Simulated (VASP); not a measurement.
## NaCuH2: single point with PBE

Crystal: NaCuH2.

```
CELL_PARAMETERS angstrom
3.26750 0.00000 0.00000
-1.63375 2.82974 0.00000
0.00000 0.00000 6.40431
ATOMIC_POSITIONS crystal
Na 0.00000 0.00000 0.50000
Cu 0.00000 0.00000 0.00000
H 0.33333 0.66667 0.25000
H 0.33333 0.66667 0.75000
```

| Property | Result |
| --- | --- |
| Program | VASP 6.6.1 |
| Task | single point |
| Functional | PBE |
| Potentials or basis | VASP PAW PBE potentials, release 64 (Na_pv, Cu, H) |
| Cutoff | 520 eV |
| k mesh | 6 × 6 × 4 |
| Occupations | gaussian, width 0.1 eV |
| Spin | no spin polarisation |
| Dipole correction | no |
| Further INCAR settings | ALGO = Normal; EDIFF = 1e-06; NBANDS = 18 |

```json
{
 "Pressure": "-8.8 GPa",
 "Largest force": "0.521 eV/Å",
 "Band gap on the k mesh": "zero (bands 10 and 11 overlap by 0.18 eV)"
}
```

Forces in eV/Å, atoms in the order of the input:
```
Na   0.000  0.000  0.000
Cu   0.000  0.000  0.000
H    0.000  0.000 -0.521
H    0.000  0.000  0.521
```

Stress tensor (GPa, compression positive):
```
 -7.34   0.00   0.00
  0.00  -7.34   0.00
  0.00   0.00 -11.61
```

Levels at points of the mesh, in eV from the Fermi level:
| k point | band 8 | band 9 | band 10 | band 11 | band 12 | band 13 |
| --- | --- | --- | --- | --- | --- | --- |
| (0.00, 0.00, 0.00) | -1.78 | -1.52 | -1.52 | -0.17 | 6.40 | 8.98 |
| (0.50, 0.00, 0.00) | -1.59 | -1.37 | -0.35 | 0.65 | 3.40 | 4.16 |
| (0.00, 0.00, 0.50) | -1.78 | -1.52 | -1.52 | 2.23 | 3.17 | 9.26 |
| (0.50, 0.00, 0.50) | -1.50 | -1.37 | -0.91 | 0.93 | 2.50 | 4.90 |

It took 39 s on 1 thread of AMD EPYC 7R13 (shared host), peak memory 0.15 GiB.

Caveat: the k points lie up to 0.37 Å⁻¹ apart.
